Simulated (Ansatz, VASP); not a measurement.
# Two plane-wave programs on Ce

Contents of POSCAR:

```
Ce
1.0
    0.0000000000      2.3390384114      2.3390384114
    2.3390384114      0.0000000000      2.3390384114
    2.3390384114      2.3390384114      0.0000000000
Ce
1
Direct
    0.0000000000      0.0000000000      0.0000000000
```

INCAR.step1

```
SYSTEM = Ce
PREC = Accurate
ENCUT = 520
ISMEAR = -1
SIGMA = 0.1
LREAL = .FALSE.
LASPH = .TRUE.
NELM = 60
NBANDS = 12
GGA = PE
ALGO = Normal
EDIFF = 1E-4
LWAVE = .TRUE.
LCHARG = .FALSE.
```

INCAR.step2

```
SYSTEM = Ce
PREC = Accurate
ENCUT = 520
EDIFF = 1E-7
ISMEAR = -1
SIGMA = 0.1
LREAL = .FALSE.
LASPH = .TRUE.
NELM = 60
ALGO = Normal
ISIF = 2
LWAVE = .FALSE.
LCHARG = .FALSE.
METAGGA = R2SCAN
LMIXTAU = .TRUE.
NBANDS = 12
ISTART = 1
```

Contents of KPOINTS:

```
regular mesh
0
G
  6 6 6
  0 0 0
```

Input for Ansatz:

```yaml
crystal:
  lattice:
    - [0.0, 2.3390384114, 2.3390384114]
    - [2.3390384114, 0.0, 2.3390384114]
    - [2.3390384114, 2.3390384114, 0.0]
  atoms:
    - { symbol: Ce, position: [0.0, 0.0, 0.0] }
hamiltonian:
  xc: r2scan
  pseudopotentials:
    kind: paw
    azcp:
      Ce: "pseudopotentials/Ce.paw.azcp"
basis:
  ecutwfc: 500
  fft_grid_basis: typed
kpoints:
  mp_grid: { grid: [6, 6, 6], shift: [0, 0, 0] }
magnetization:
  spin_polarized: false
scf:
  occupations: { method: fermi_dirac, width: 0.1 }
  lower_state_search: "off"
output:
  stress: true
```

Alike in both runs: task single point; functional r2SCAN; k mesh 6 × 6 × 6; occupations fermi-dirac, width 0.1 eV; no spin polarisation.

|  | VASP | Ansatz |
| --- | --- | --- |
| version | VASP 6.6.1 | Ansatz 0.2.0 |
| potentials or method | VASP PAW PBE potentials, release 64 (Ce), cutoff 520 eV | plane waves (500 eV) with PAW, scalar-relativistic |
| valence electrons in the cell | 12 | 12 |

Ansatz gave:

- pressure (GPa): -0.1

Task: What did VASP give for the same quantities?

Result: Pressure (GPa): -0.4.

VASP's potentials were made for PBE, not for r2SCAN. With one functional, cell and mesh, what is left measures potentials, basis and numerics.

The k mesh is coarse, so the values compare programs but aren't converged. Spin-orbit coupling is off throughout.
